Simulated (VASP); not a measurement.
# SnO in VASP: single point with PBE+D3(BJ)

Aim: the single point of SnO with PBE+D3(BJ).

Program: VASP 6.6.1. These are calculated values, not measurements. Logs are shortened: lines on timing, memory, paths and dates and some standing lists are left out, and cuts for length are marked.

## (1) The cell of the first run

The cell holds a slab with vacuum, 8 atoms: a = 3.820 Å, b = 3.820 Å, c = 22.226 Å, α = 90.00°, β = 90.00°, γ = 90.00°.

## (2) Single point, PBE+D3(BJ)

File INCAR:

```
PREC     = Accurate       # precision mode
ENCUT    = 1000           # plane-wave cutoff, eV
EDIFF    = 1E-6           # SCF threshold, eV
ISMEAR   = 0              # smearing method
SIGMA    = 0.05           # smearing width, eV
LREAL    = F              # projectors in reciprocal space
LASPH    = T              # aspherical terms in the spheres
NELM     = 120            # most SCF steps
ALGO     = Normal         # electronic algorithm
ISIF     = 2              # what is computed and relaxed
LWAVE    = F              # write WAVECAR
LCHARG   = F              # write CHGCAR
LDIPOL   = T            
IDIPOL   = 3            
DIPOL    = 0.5 0.5 0.394
GGA      = PE             # functional
IVDW     = 12             # dispersion correction
NBANDS   = 50             # bands
GGA_COMPAT= F            
NELMDL   = -8
```

File KPOINTS:

```
regular mesh
0
Gamma
  7 7 1
```

File POSCAR:

```
SnO
1.0
    3.8201636883      0.0000000000      0.0000000000
    0.0000000000      3.8201636883      0.0000000000
    0.0000000000      0.0000000000     22.2260802162
Sn O
4 4
Direct
    0.7500000000      0.2500000000      0.2024648501
    0.2500000000      0.7500000000      0.3087831971
    0.2500000000      0.7500000000      0.4797535150
    0.7500000000      0.2500000000      0.5860718620
    0.2500000000      0.2500000000      0.2556240236
    0.7500000000      0.7500000000      0.2556240236
    0.7500000000      0.7500000000      0.5329126885
    0.2500000000      0.2500000000      0.5329126885
```

Potentials or basis: VASP PAW PBE potentials, release 64 (Sn_d, O_h).

Command:

```sh
cat potpaw_PBE.64/Sn_d/POTCAR potpaw_PBE.64/O_h/POTCAR > POTCAR
mpirun -np 1 vasp_std > vasp.out
```

OUTCAR:

```text
PREC = Accurate
   ENCUT = 1000
   EDIFF = 1E-6
   ISMEAR = 0
   LREAL = F
   LASPH = T
   NELM = 120
   ISIF = 2
   GGA = PE
   IVDW = 12
   NELMDL = -8
 IVDW          = 12

 ion  position               nearest neighbor table
   1  0.750  0.250  0.202-   5 2.25   6 2.25   6 2.25   5 2.25   2 3.59   2 3.59   2 3.59   2 3.59

   2  0.250  0.750  0.309-   5 2.25   6 2.25   5 2.25   6 2.25   1 3.59   1 3.59   1 3.59   1 3.59

   3  0.250  0.750  0.480-   7 2.25   8 2.25   8 2.25   7 2.25   4 3.59   4 3.59   4 3.59   4 3.59

   4  0.750  0.250  0.586-   7 2.25   8 2.25   7 2.25   8 2.25   3 3.59   3 3.59   3 3.59   3 3.59

   5  0.250  0.250  0.256-   1 2.25   2 2.25   2 2.25   1 2.25
   6  0.750  0.750  0.256-   1 2.25   2 2.25   1 2.25   2 2.25
   7  0.750  0.750  0.533-   3 2.25   4 2.25   4 2.25   3 2.25
   8  0.250  0.250  0.533-   3 2.25   4 2.25   3 2.25   4 2.25

  LATTYP: Found a simple tetragonal cell.
 ALAT       =     3.8201636883
 C/A-ratio  =     5.8180962989

  Lattice vectors:

 A1 = (   3.8201636883,   0.0000000000,   0.0000000000)
 A2 = (   0.0000000000,   3.8201636883,   0.0000000000)
 A3 = (   0.0000000000,   0.0000000000,  22.2260802162)

Analysis of symmetry for initial positions (statically):
=====================================================================
 Subroutine PRICEL returns:
 Original cell was already a primitive cell.

 Routine SETGRP: Setting up the symmetry group for a
 simple tetragonal supercell.

 Subroutine GETGRP returns: Found 16 space group operations
 (whereof  2 operations were pure point group operations)
 out of a pool of 16 trial point group operations.

The static configuration has the point symmetry C_1h.
 The point group associated with its full space group is D_4h.

Analysis of symmetry for dynamics (positions and initial velocities):
=====================================================================
 Subroutine PRICEL returns:
 Original cell was already a primitive cell.

 Routine SETGRP: Setting up the symmetry group for a
 simple tetragonal supercell.

 Subroutine GETGRP returns: Found 16 space group operations
 (whereof  2 operations were pure point group operations)
 out of a pool of 16 trial point group operations.

The dynamic configuration has the point symmetry C_1h.
 The point group associated with its full space group is D_4h.

 Subroutine INISYM returns: Found 16 space group operations
 (whereof  2 operations are pure point group operations),
 and found     1 'primitive' translations

----------------------------------------------------------------------------------------

                                     Primitive cell

  volume of cell :     324.3596

  direct lattice vectors                    reciprocal lattice vectors
     3.820163688  0.000000000  0.000000000     0.261768888  0.000000000  0.000000000
     0.000000000  3.820163688  0.000000000     0.000000000  0.261768888  0.000000000
     0.000000000  0.000000000 22.226080216     0.000000000  0.000000000  0.044992189

  length of vectors
     3.820163688  3.820163688 22.226080216     0.261768888  0.261768888  0.044992189

  position of ions in fractional coordinates (direct lattice)
     0.750000000  0.250000000  0.202464850
     0.250000000  0.750000000  0.308783197
     0.250000000  0.750000000  0.479753515
     0.750000000  0.250000000  0.586071862
     0.250000000  0.250000000  0.255624024
     0.750000000  0.750000000  0.255624024
     0.750000000  0.750000000  0.532912688
     0.250000000  0.250000000  0.532912688

  ion indices of the primitive-cell ions
   primitive index   ion index
                 1           1
                 2           2
                 3           3
                 4           4
                 5           5
                 6           6
                 7           7
                 8           8

----------------------------------------------------------------------------------------

 KPOINTS: regular mesh

Automatic generation of k-mesh.
 Grid dimensions read from file:
 generate k-points for:    7    7    1

 Generating k-lattice:

  Cartesian coordinates                     Fractional coordinates (reciprocal lattice)
     0.037395555  0.000000000  0.000000000     0.142857143  0.000000000  0.000000000
     0.000000000  0.037395555  0.000000000     0.000000000  0.142857143  0.000000000
     0.000000000  0.000000000  0.044992189     0.000000000  0.000000000  1.000000000

  Length of vectors
     0.037395555  0.037395555  0.044992189

  Shift w.r.t. Gamma in fractional coordinates (k-lattice)
     0.000000000  0.000000000  0.000000000

 Subroutine IBZKPT returns following result:
 ===========================================

 Found     10 irreducible k-points:

 Following reciprocal coordinates:
            Coordinates               Weight
  0.000000  0.000000  0.000000      1.000000
  0.142857  0.000000  0.000000      4.000000
  0.285714  0.000000  0.000000      4.000000
  0.428571  0.000000  0.000000      4.000000
  0.142857  0.142857  0.000000      4.000000
  0.285714  0.142857  0.000000      8.000000
  0.428571  0.142857  0.000000      8.000000
  0.285714  0.285714  0.000000      4.000000
  0.428571  0.285714  0.000000      8.000000
  0.428571  0.428571  0.000000      4.000000
   k-points           NKPTS =     10   k-points in BZ     NKDIM =     10   number of bands    NBANDS=     50
   number of dos      NEDOS =    301   number of ions     NIONS =      8
   total plane-waves  NPLWV = 384000
   dimension x,y,z NGX =    40 NGY =   40 NGZ =  240
   dimension x,y,z NGXF=    80 NGYF=   80 NGZF=  480
   ions per type =               4   4
   NGX,Y,Z   is equivalent  to a cutoff of  17.41, 17.41, 17.95 a.u.
   NGXF,Y,Z  is equivalent  to a cutoff of  34.81, 34.81, 35.90 a.u.
 SYSTEM =  unknown system
   PREC   = accura    normal or accurate (medium, high low for compatibility)
   ISTART =      0    job   : 0-new  1-cont  2-samecut
   ICHARG =      2    charge: 1-file 2-atom 10-const
   ISPIN  =      1    spin polarized calculation?
   LNONCOLLINEAR =      F non collinear calculations
   LSORBIT =      F    spin-orbit coupling
   LASPH  =      T    aspherical Exc in radial PAW
   ENCUT  = 1000.0 eV  73.50 Ry    8.57 a.u.   9.85  9.85 57.31*2*pi/ulx,y,z
   NELM   =    120;   NELMIN=  2; NELMDL= -8     # of ELM steps
   EDIFF  = 0.1E-05   stopping-criterion for ELM
   LREAL  =      F    real-space projection
   EDIFFG = 0.1E-04   stopping-criterion for IOM
   NSW    =      0    number of steps for IOM
   IBRION =     -1    ionic relax: 0-MD 1-quasi-New 2-CG
   NFREE  =      0    steps in history (QN), initial steepest desc. (CG)
   ISIF   =      2    stress and relaxation
   ISYM   =      2    0-nonsym 1-usesym 2-fastsym
   POTIM  = 0.5000    time-step for ionic-motion
   TEBEG  =    0.0;   TEEND  =   0.0 temperature during run
   PSTRESS=    0.0 pullay stress
   NELECT =      80.0000    total number of electrons
   NUPDOWN=      -1.0000    fix difference up-down
   EMIN   =  10.00;   EMAX   =-10.00  energy-range for DOS
   EFERMI =   0.00;   METHOD = LEGACY
   ISMEAR =     0;   SIGMA  =   0.05  broadening in eV -4-tet -1-fermi 0-gaus
   EFERMI_NEDOS =   21; number of points for ismear=-14 and -15
   IALGO  =     38    algorithm
   IMIX   =      4    mixing-type and parameters
     AMIX     =   0.40;   BMIX     =  1.00
     AMIX_MAG =   1.60;   BMIX_MAG =  1.00
  volume/ion in A,a.u.               =      40.54       273.61
  Fermi-wavevector in a.u.,A,eV,Ry     =   1.026666  1.940118 14.341129  1.054043
  Thomas-Fermi vector in A             =   2.160571
   LORBIT       =      0    0 simple, 1 ext, 2 COOP (PROOUT), +10 PAW based schemes
   GGA     = PE    functional components
   LHFCALC =     F    Hartree Fock is set to
   AEXX    =    0.0000 exact exchange contribution
   IVDW    =    12    specifies the selected vdW correction
   LEPSILON=     F    determine dielectric tensor
   LRPA    =     F    only Hartree local field effects (RPA)
 non-spin polarized calculation
 Gauss-broadening in eV      SIGMA  =   0.05
  energy-cutoff  :     1000.00
  volume of cell :      324.36
 maximum number of plane-waves:     23352
 NGX is ok and might be reduce to    40
   NGX = 19   NGY = 19   NGZ =115

 dipolmoment           0.000000      0.000000      0.000019 electrons x Angstroem

 number of electron      79.9999988 magnetization

 dipolmoment           0.000000      0.000000     -0.000001 electrons x Angstroem

 Free energy of the ion-electron system (eV)
  ---------------------------------------------------
  ext. energy  EPLUGINS =         0.00000000
  ---------------------------------------------------
  free energy    TOTEN  =       -45.02980209 eV

  energy without entropy =      -45.02980209  energy(sigma->0) =      -45.02980209

 E-fermi :   0.3038     XC(G=0):  -5.2563

 val. band max:        0.0863517253   @ k =   0.1429   0.1429   0.0000
 cond. band min:       2.0820059153   @ k =   0.4286   0.0000   0.0000
 fundamental gap:      1.9956541900
 Fermi energy:         0.3038363430

 k-point     1 :       0.0000    0.0000    0.0000
  band No.  band energies     occupation
      1     -20.9307      2.00000
      2     -20.9303      2.00000
      3     -20.5706      2.00000
      4     -20.5702      2.00000
      5     -20.5372      2.00000
      6     -20.5372      2.00000
[... 42 lines left out ...]
     49       5.3884      0.00000
     50       5.3884      0.00000

 k-point     2 :       0.1429    0.0000    0.0000
  band No.  band energies     occupation
      1     -20.9219      2.00000
      2     -20.9215      2.00000
      3     -20.5717      2.00000
      4     -20.5709      2.00000
      5     -20.5384      2.00000
      6     -20.5371      2.00000
[... 416 lines left out ...]
 k-point    10 :       0.4286    0.4286    0.0000
  band No.  band energies     occupation
      1     -20.8744      2.00000
      2     -20.8721      2.00000
      3     -20.8607      2.00000
      4     -20.8583      2.00000
      5     -20.5376      2.00000
      6     -20.5368      2.00000
[... 42 lines left out ...]
     49       5.7792      0.00000
     50       6.1035      0.00000

------------------------ aborting loop because EDIFF is reached ----------------------------------------

 vacuum level on the upper side and lower side of the slab       (xc-potential included)        -0.133        -0.133

 Edisp (eV)   -1.27203

 E8    (eV) :    -0.5620

  FORCE on cell =-STRESS in cart. coord.  units (eV):
  Direction    XX          YY          ZZ          XY          YZ          ZX
  --------------------------------------------------------------------------------------
  -------------------------------------------------------------------------------------
  Total       0.56208     0.56208     1.80201     0.00000    -0.00000     0.00000
  in kB       2.77639     2.77639     8.90103     0.00000    -0.00000     0.00000
  external pressure =        4.82 kB  Pullay stress =        0.00 kB

 VOLUME and BASIS-vectors are now :
 -----------------------------------------------------------------------------
  energy-cutoff  :     1000.00
  volume of cell :      324.36
      direct lattice vectors                 reciprocal lattice vectors
     3.820163688  0.000000000  0.000000000     0.261768888  0.000000000  0.000000000
     0.000000000  3.820163688  0.000000000     0.000000000  0.261768888  0.000000000
     0.000000000  0.000000000 22.226080216     0.000000000  0.000000000  0.044992189

 POSITION                                       TOTAL-FORCE (eV/Angst)
 -----------------------------------------------------------------------------------
      2.86512      0.95504      4.50000        -0.000000      0.000000     -0.074591
      0.95504      2.86512      6.86304         0.000000      0.000000     -0.255322
      0.95504      2.86512     10.66304        -0.000000      0.000000      0.255322
      2.86512      0.95504     13.02608         0.000000     -0.000000      0.074591
      0.95504      0.95504      5.68152        -0.000000     -0.000000     -0.016932
      2.86512      2.86512      5.68152         0.000000     -0.000000     -0.016932
      2.86512      2.86512     11.84456         0.000000      0.000000      0.016932
      0.95504      0.95504     11.84456        -0.000000     -0.000000      0.016932
 -----------------------------------------------------------------------------------
    total drift:                               -0.000000     -0.000000     -0.000358

  FREE ENERGIE OF THE ION-ELECTRON SYSTEM (eV)
  ---------------------------------------------------
  free  energy   TOTEN  =       -46.3018356031 eV

  energy  without entropy=      -46.3018356031  energy(sigma->0) =      -46.30183560

 vacuum level on the upper side and lower side of the slab         4.956         4.956
```

Wall time 13 min (1 thread of Intel Xeon Platinum 8259CL at 2.50GHz (Skylake/Cascade Lake), shared host); peak memory 0.9 GiB.

Results:

```
Free energy                : -46.3018 eV
Largest force              : 0.255 eV/Å
Band gap on the k mesh     : 2.00 eV (least direct gap 2.21 eV)
Dispersion energy per atom : -0.159 eV
```

Forces in eV/Å, atoms in the order of the input:
```
Sn   0.000  0.000 -0.075
Sn   0.000  0.000 -0.255
Sn   0.000  0.000  0.255
Sn   0.000  0.000  0.075
O    0.000  0.000 -0.017
O    0.000  0.000 -0.017
O    0.000  0.000  0.017
O    0.000  0.000  0.017
```

Caveat: spin-orbit coupling is left out, which moves the levels of the heavy elements.
